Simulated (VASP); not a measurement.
# Sc12F (a cell with a defect) in VASP: single point with PBE

Aim: the single point of Sc12F (a cell with a defect) with PBE.

All numbers are computed with VASP 6.6.1; they aren't measurements. Logs are shortened: lines on timing, memory, paths and dates and some standing lists are left out, and cuts for length are marked.

## (1) The cell of the first run

The cell holds a defect, 13 atoms: a = 6.620 Å, b = 9.930 Å, c = 5.276 Å, α = 90.00°, β = 90.00°, γ = 120.00°.

## (2) Single point, PBE

Input file INCAR:

```
PREC = Accurate ; ENCUT = 520
EDIFF = 1E-7 ; ISMEAR = 0
SIGMA = 0.05 ; LREAL = False
LASPH = True ; NELM = 60
ALGO = Normal ; ISIF = 2
LWAVE = False ; LCHARG = False
GGA = PE ; NBANDS = 82
```

Input file KPOINTS:

```
regular mesh
0
Gamma
  3 2 3
```

Input file POSCAR:

```
Sc12F
1.0
    6.6200000000      0.0000000000      0.0000000000
   -4.9650000000      8.5996320000      0.0000000000
    0.0000000000      0.0000000000      5.2761400000
Sc F
12 1
Direct
   -0.0208201808     -0.0073755482     -0.0004308074
    0.1598054578      0.2347194624      0.4996224513
   -0.0021045802      0.3320001368     -0.0003764115
    0.1648989597      0.5554119060      0.4995858715
    0.0016898896      0.6704439213     -0.0004410421
    0.1530078104      0.8702504944      0.4995424685
    0.5075019028     -0.0111336160     -0.0004304283
    0.6895225773      0.2319515533      0.4996233989
    0.5179489963      0.3561583798     -0.0003892998
    0.6705088941      0.5602267632      0.4995894726
    0.5036818830      0.6682024301     -0.0004181087
    0.6623081226      0.8837423508      0.4995633171
    0.3296847791      0.1086387185      0.4995964853
```

Potentials or basis: VASP PAW PBE potentials, release 64 (Sc_sv, F).

Started as:

```
$ cat potpaw_PBE.64/Sc_sv/POTCAR potpaw_PBE.64/F/POTCAR > POTCAR
$ mpirun -np 1 vasp_std > vasp.out
```

OUTCAR:

```text
PREC = Accurate
   ENCUT = 520
   EDIFF = 1E-7
   ISMEAR = 0
   LREAL = False
   LASPH = True
   NELM = 60
   ISIF = 2
   GGA = PE

 ion  position               nearest neighbor table
   1  0.979  0.993  1.000-   7 3.10  11 3.19  12 3.20  12 3.20   5 3.28   3 3.31   6 3.34   6 3.34
                             2 3.36   2 3.36
   2  0.160  0.235  0.500-  13 2.06   8 3.10   4 3.17   3 3.17   3 3.17  10 3.31   9 3.34   9 3.34
                             1 3.36   1 3.36  12 3.39
   3  0.998  0.332  1.000-   2 3.17   2 3.17   8 3.18   8 3.18   4 3.26   4 3.26   9 3.30   1 3.31
                             9 3.33   7 3.33  11 3.34   5 3.35
   4  0.165  0.555  0.500-   6 3.17   2 3.17   8 3.18   3 3.26   3 3.26   5 3.27   5 3.27  11 3.28
                            11 3.28  12 3.28  10 3.30  10 3.32
   5  0.002  0.670  1.000-   6 3.15   6 3.15   9 3.16  10 3.25  10 3.25   7 3.26   4 3.27   4 3.27
                             1 3.28  11 3.29  11 3.33   3 3.35
   6  0.153  0.870  0.500-  13 2.05  10 3.14   5 3.15   5 3.15   4 3.17  12 3.31  12 3.32   7 3.33
                             7 3.33   1 3.34   1 3.34
   7  0.508  0.989  1.000-   1 3.10  11 3.17  12 3.19  12 3.19   5 3.26   3 3.33   6 3.33   6 3.33
                             8 3.37   8 3.37
   8  0.690  0.232  0.500-  13 2.06   2 3.10   3 3.18   3 3.18   4 3.18  10 3.32   9 3.34   9 3.34
                             7 3.37   7 3.37  12 3.37
   9  0.518  0.356  1.000-  11 3.15   5 3.16  10 3.17  10 3.17   3 3.30   3 3.33   8 3.34   8 3.34
                             2 3.34   2 3.34
  10  0.671  0.560  0.500-   6 3.14   9 3.17   9 3.17  12 3.24  11 3.24  11 3.24   5 3.25   5 3.25
                             4 3.30   2 3.31   4 3.32   8 3.32
  11  0.504  0.668  1.000-   9 3.15   7 3.17   1 3.19  12 3.22  12 3.22  10 3.24  10 3.24   4 3.28
                             4 3.28   5 3.29   5 3.33   3 3.34
  12  0.662  0.884  0.500-   7 3.19   7 3.19   1 3.20   1 3.20  11 3.22  11 3.22  10 3.24   4 3.28
                             6 3.31   6 3.32   8 3.37   2 3.39
  13  0.330  0.109  0.500-   6 2.05   2 2.06   8 2.06

  LATTYP: Found a simple monoclinic cell.
 ALAT       =     6.6200000000
 B/A-ratio  =     0.7970000000
 C/A-ratio  =     1.3228756170
 COS(beta)  =    -0.1889822420

  Lattice vectors:

 A1 = (   6.6200000000,   0.0000000000,   0.0000000000)
 A2 = (   0.0000000000,   0.0000000000,   5.2761400000)
 A3 = (  -1.6550000000,  -8.5996320000,   0.0000000000)

Analysis of symmetry for initial positions (statically):
=====================================================================
 Subroutine PRICEL returns:
 Original cell was already a primitive cell.

 Routine SETGRP: Setting up the symmetry group for a
 simple monoclinic supercell.

 Subroutine GETGRP returns: Found  1 space group operations
 (whereof  1 operations were pure point group operations)
 out of a pool of  4 trial point group operations.

The static configuration has the point symmetry C_1 .

Analysis of symmetry for dynamics (positions and initial velocities):
=====================================================================
 Subroutine PRICEL returns:
 Original cell was already a primitive cell.

 Routine SETGRP: Setting up the symmetry group for a
 simple monoclinic supercell.

 Subroutine GETGRP returns: Found  1 space group operations
 (whereof  1 operations were pure point group operations)
 out of a pool of  4 trial point group operations.

The dynamic configuration has the point symmetry C_1 .

 Subroutine INISYM returns: Found  1 space group operations
 (whereof  1 operations are pure point group operations),
 and found     1 'primitive' translations

----------------------------------------------------------------------------------------

                                     Primitive cell

  volume of cell :     300.3683

  direct lattice vectors                    reciprocal lattice vectors
     6.620000000  0.000000000  0.000000000     0.151057402  0.087213034  0.000000000
    -4.965000000  8.599632000  0.000000000     0.000000000  0.116284046  0.000000000
     0.000000000  0.000000000  5.276140000     0.000000000  0.000000000  0.189532499

  length of vectors
     6.620000000  9.929999775  5.276140000     0.174426065  0.116284046  0.189532499

  position of ions in fractional coordinates (direct lattice)
[... 67 lines left out ...]
|                                                                             |
 -----------------------------------------------------------------------------

 Subroutine IBZKPT returns following result:
 ===========================================

 Found     10 irreducible k-points:

 Following reciprocal coordinates:
            Coordinates               Weight
  0.000000  0.000000  0.000000      1.000000
  0.333333  0.000000  0.000000      2.000000
  0.000000  0.500000  0.000000      1.000000
  0.333333  0.500000  0.000000      2.000000
  0.000000  0.000000  0.333333      2.000000
  0.333333  0.000000  0.333333      2.000000
 -0.333333 -0.000000  0.333333      2.000000
  0.000000  0.500000  0.333333      2.000000
  0.333333  0.500000  0.333333      2.000000
 -0.333333  0.500000  0.333333      2.000000
   k-points           NKPTS =     10   k-points in BZ     NKDIM =     10   number of bands    NBANDS=     82
   number of dos      NEDOS =    301   number of ions     NIONS =     13
   total plane-waves  NPLWV = 160000
   dimension x,y,z NGX =    50 NGY =   80 NGZ =   40
   dimension x,y,z NGXF=   100 NGYF=  160 NGZF=   80
   ions per type =              12   1
   NGX,Y,Z   is equivalent  to a cutoff of  12.56, 13.39, 12.60 a.u.
   NGXF,Y,Z  is equivalent  to a cutoff of  25.11, 26.79, 25.21 a.u.
 SYSTEM =  unknown system
   PREC   = accura    normal or accurate (medium, high low for compatibility)
   ISTART =      0    job   : 0-new  1-cont  2-samecut
   ICHARG =      2    charge: 1-file 2-atom 10-const
   ISPIN  =      1    spin polarized calculation?
   LNONCOLLINEAR =      F non collinear calculations
   LSORBIT =      F    spin-orbit coupling
   LASPH  =      T    aspherical Exc in radial PAW
   ENCUT  =  520.0 eV  38.22 Ry    6.18 a.u.  12.31 18.46  9.81*2*pi/ulx,y,z
   NELM   =     60;   NELMIN=  2; NELMDL= -5     # of ELM steps
   EDIFF  = 0.1E-06   stopping-criterion for ELM
   LREAL  =      F    real-space projection
   EDIFFG = 0.1E-05   stopping-criterion for IOM
   NSW    =      0    number of steps for IOM
   IBRION =     -1    ionic relax: 0-MD 1-quasi-New 2-CG
   NFREE  =      0    steps in history (QN), initial steepest desc. (CG)
   ISIF   =      2    stress and relaxation
   ISYM   =      2    0-nonsym 1-usesym 2-fastsym
   POTIM  = 0.5000    time-step for ionic-motion
   TEBEG  =    0.0;   TEEND  =   0.0 temperature during run
   PSTRESS=    0.0 pullay stress
   NELECT =     139.0000    total number of electrons
   NUPDOWN=      -1.0000    fix difference up-down
   EMIN   =  10.00;   EMAX   =-10.00  energy-range for DOS
   EFERMI =   0.00;   METHOD = LEGACY
   ISMEAR =     0;   SIGMA  =   0.05  broadening in eV -4-tet -1-fermi 0-gaus
   EFERMI_NEDOS =   21; number of points for ismear=-14 and -15
   IALGO  =     38    algorithm
   IMIX   =      4    mixing-type and parameters
     AMIX     =   0.40;   BMIX     =  1.00
     AMIX_MAG =   1.60;   BMIX_MAG =  1.00
  volume/ion in A,a.u.               =      23.11       155.92
  Fermi-wavevector in a.u.,A,eV,Ry     =   1.266276  2.392915 21.816328  1.603455
  Thomas-Fermi vector in A             =   2.399485
   LORBIT       =      0    0 simple, 1 ext, 2 COOP (PROOUT), +10 PAW based schemes
   GGA     = PE    functional components
   LHFCALC =     F    Hartree Fock is set to
   AEXX    =    0.0000 exact exchange contribution
   IVDW    =     0    specifies the selected vdW correction
   LEPSILON=     F    determine dielectric tensor
   LRPA    =     F    only Hartree local field effects (RPA)
 non-spin polarized calculation
 Gauss-broadening in eV      SIGMA  =   0.05
  energy-cutoff  :      520.00
  volume of cell :      300.37
 maximum number of plane-waves:      8103
 NGX is ok and might be reduce to    50
   NGX = 25   NGY = 37   NGZ = 19

 number of electron     139.0000004 magnetization

 Free energy of the ion-electron system (eV)
  ---------------------------------------------------
  ext. energy  EPLUGINS =         0.00000000
  ---------------------------------------------------
  free energy    TOTEN  =       -80.40477750 eV

  energy without entropy =      -80.37961122  energy(sigma->0) =      -80.39219436

 E-fermi :   3.8469     XC(G=0):  -9.9291

 val. band max:        3.8419931758   @ k =   0.0000   0.5000   0.3333
 cond. band min:       3.8768841498   @ k =   0.0000   0.0000   0.0000
 fundamental gap:      0.0348909741
 Fermi energy:         3.8468886894

 k-point     1 :       0.0000    0.0000    0.0000
  band No.  band energies     occupation
      1     -45.7466      2.00000
      2     -45.7194      2.00000
      3     -45.7128      2.00000
      4     -45.6730      2.00000
      5     -45.6461      2.00000
      6     -45.6449      2.00000
[... 829 lines left out ...]
     80       4.7973      0.00000
     81       4.9104      0.00000
 [bands above 81 left out]

------------------------ aborting loop because EDIFF is reached ----------------------------------------

  FORCE on cell =-STRESS in cart. coord.  units (eV):
  Direction    XX          YY          ZZ          XY          YZ          ZX
  --------------------------------------------------------------------------------------
  -------------------------------------------------------------------------------------
  Total        4.7006763      5.3548820      1.8080604     -0.1303088      0.0008170     -0.0001063
  in kB       25.0736037     28.5631644      9.6442696     -0.6950724      0.0043577     -0.0005668
  external PRESSURE =      21.0936792 kB  Pullay stress =       0.0000000 kB

 VOLUME and BASIS-vectors are now :
 -----------------------------------------------------------------------------
  energy-cutoff  :      520.00
  volume of cell :      300.37
      direct lattice vectors                 reciprocal lattice vectors
     6.620000000  0.000000000  0.000000000     0.151057402  0.087213034  0.000000000
    -4.965000000  8.599632000  0.000000000     0.000000000  0.116284046  0.000000000
     0.000000000  0.000000000  5.276140000     0.000000000  0.000000000  0.189532499

 POSITION                                       TOTAL-FORCE (eV/Angst)
 -----------------------------------------------------------------------------------
      1.55379      8.53620      5.27387         0.006624      0.012658      0.000108
     -0.10747      2.01850      2.63608        -0.053563      0.045103     -0.000217
      4.95769      2.85508      5.27415        -0.000282     -0.005097     -0.000219
     -1.66599      4.77634      2.63589        -0.002379      0.000858      0.000036
     -3.31757      5.76557      5.27381         0.002926     -0.003864      0.000206
     -3.30788      7.48383      2.63566         0.012986     -0.068309      0.000276
     -1.55006      8.50389      5.27387         0.002976      0.005587      0.000102
      3.41300      1.99470      2.63608         0.050941      0.015137     -0.000203
      1.66050      3.06283      5.27409        -0.001482     -0.009417     -0.000124
      1.65724      4.81774      2.63590         0.000300      0.000058      0.000021
      0.01675      5.74630      5.27393        -0.002867     -0.000688      0.000064
     -0.00330      7.59986      2.63577        -0.001617      0.009905      0.000137
      1.64312      0.93425      2.63594        -0.014562     -0.001932     -0.000186
 -----------------------------------------------------------------------------------
    total drift:                               -0.000460     -0.000476      0.000004

  FREE ENERGIE OF THE ION-ELECTRON SYSTEM (eV)
  ---------------------------------------------------
  free  energy   TOTEN  =       -80.4047774980 eV

  energy  without entropy=      -80.3796112173  energy(sigma->0) =      -80.39219436
```

Wall time 12 min (1 thread of Intel Xeon Platinum 8259CL at 2.50GHz (Skylake/Cascade Lake), shared host); peak memory 0.48 GiB.

Results:

```
Free energy            : -80.4048 eV
Pressure               : 2.1 GPa
Largest force          : 0.070 eV/Å
Band gap on the k mesh : zero (an odd number of electrons rules out a gap without spin polarisation)
```

Forces on the atoms (eV/Å):
```
Sc   0.007  0.013  0.000
Sc  -0.054  0.045  0.000
Sc   0.000 -0.005  0.000
Sc  -0.002  0.001  0.000
Sc   0.003 -0.004  0.000
Sc   0.013 -0.068  0.000
Sc   0.003  0.006  0.000
Sc   0.051  0.015  0.000
Sc  -0.001 -0.009  0.000
Sc   0.000  0.000  0.000
Sc  -0.003 -0.001  0.000
Sc  -0.002  0.010  0.000
F   -0.015 -0.002  0.000
```

Caveat: the k points lie up to 0.40 Å⁻¹ apart, too coarse for converged energies and pressures of a metal; an odd number of electrons without spin polarisation forces a metal; a magnetic or distorted state may lie lower.
